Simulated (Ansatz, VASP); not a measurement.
## LiH: VASP beside Ansatz

Contents of POSCAR:

```
LiH
1.0
    0.0000000000      2.1951000000      2.1138000000
    2.1951000000      0.0000000000      2.1138000000
    2.1951000000      2.1951000000      0.0000000000
Li H
1 1
Direct
    0.0000000000      0.0000000000      0.0000000000
    0.5000000000      0.5000000000      0.5000000000
```

INCAR.step1

```
  ALGO = Normal
  EDIFF = 1E-4
  ENCUT = 520
  GGA = PE
  ISMEAR = 0
  LASPH = True
  LCHARG = False
  LREAL = False
  LWAVE = True
  NBANDS = 9
  NELM = 60
  PREC = Accurate
  SIGMA = 0.05
```

File INCAR.step2:

```
  ALGO = Normal
  EDIFF = 1E-6
  ENCUT = 520
  ISIF = 2
  ISMEAR = 0
  ISTART = 1
  LASPH = True
  LCHARG = True
  LELF = True
  LMIXTAU = True
  LREAL = False
  LVHAR = True
  LWAVE = False
  METAGGA = R2SCAN
  NBANDS = 9
  NELM = 60
  PREC = Accurate
  SIGMA = 0.05
```

KPOINTS

```
k-points
0
Gamma
  10 10 10
```

Input for Ansatz:

```yaml
crystal:
  lattice:
    - [0.0, 2.1951, 2.1138]
    - [2.1951, 0.0, 2.1138]
    - [2.1951, 2.1951, 0.0]
  atoms:
    - { symbol: Li, position: [0.0, 0.0, 0.0] }
    - { symbol: H, position: [0.5, 0.5, 0.5] }
basis:
  ecutwfc: 500
kpoints:
  mp_grid: { grid: [10, 10, 10] }
hamiltonian:
  xc: r2scan
scf:
  occupations: { method: gaussian, width: 0.05 }
output:
  forces: true
  stress: true
  eigenvalues: true
  write_density: true
  write_potential: true
  elf: true
  volumetric_format: npy
```

Change from the starting cell: strain +0.080 along x and y, +0.040 along z, atoms carried along.

Alike in both runs: task single point; functional r2SCAN; k mesh 10 × 10 × 10; occupations gaussian, width 0.05 eV; no spin polarisation.

|  | VASP | Ansatz |
| --- | --- | --- |
| version | VASP 6.6.1 | Ansatz 0.2.0 |
| potentials or method | VASP PAW PBE potentials, release 64 (Li_sv, H), cutoff 520 eV | scalar-relativistic, plane waves, PAW |
| valence electrons in the cell | 4 | 4 |

VASP gave:

```
gap on the k mesh at the Fermi level (eV) : 3.36
least direct gap on the mesh (eV)         : 3.62
```

Task: Which values does Ansatz return?

Result: gap on the k mesh at the Fermi level (eV): 3.42; least direct gap on the mesh (eV): 3.68.

VASP's potentials were made for PBE, not for r2SCAN.

Noted on VASP's run: the cutoff is short for stress, so the pressure is rough.
